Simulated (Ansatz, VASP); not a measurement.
**Two plane-wave programs on SiO2**

```
CELL_PARAMETERS angstrom
4.31137 0.00000 0.00000
0.00000 4.31137 0.00000
0.00000 0.00000 2.90802
ATOMIC_POSITIONS crystal
Si 0.50000 0.50000 0.50000
Si 0.00000 0.00000 0.00000
O 0.69301 0.69301 0.00000
O 0.19301 0.80699 0.50000
O 0.30699 0.30699 0.00000
O 0.80699 0.19301 0.50000
```

Alike in both runs: task single point; functional PBE; k mesh 6 × 6 × 10; occupations gaussian, width 0.05 eV; no spin polarisation.

|  | VASP | Ansatz |
| --- | --- | --- |
| version | VASP 6.6.1 | Ansatz 0.2.0 |
| potentials or method | VASP PAW PBE potentials, release 64 (Si, O), cutoff 520 eV | scalar-relativistic, plane waves, PAW |
| valence electrons in the cell | 32 | 32 |

```tsv
	VASP	Ansatz	Ansatz less VASP
gap on the k mesh at the Fermi level (eV)	2.95	2.97	+0.023
least direct gap on the mesh (eV)	2.95	2.97	+0.023
rms of the force components (eV/Å)	0.024	0.027	+0.0033
```

Atom by atom the forces differ by 0.003 eV/Å (rms over components). With one functional, cell and mesh, what is left measures potentials, basis and numerics.
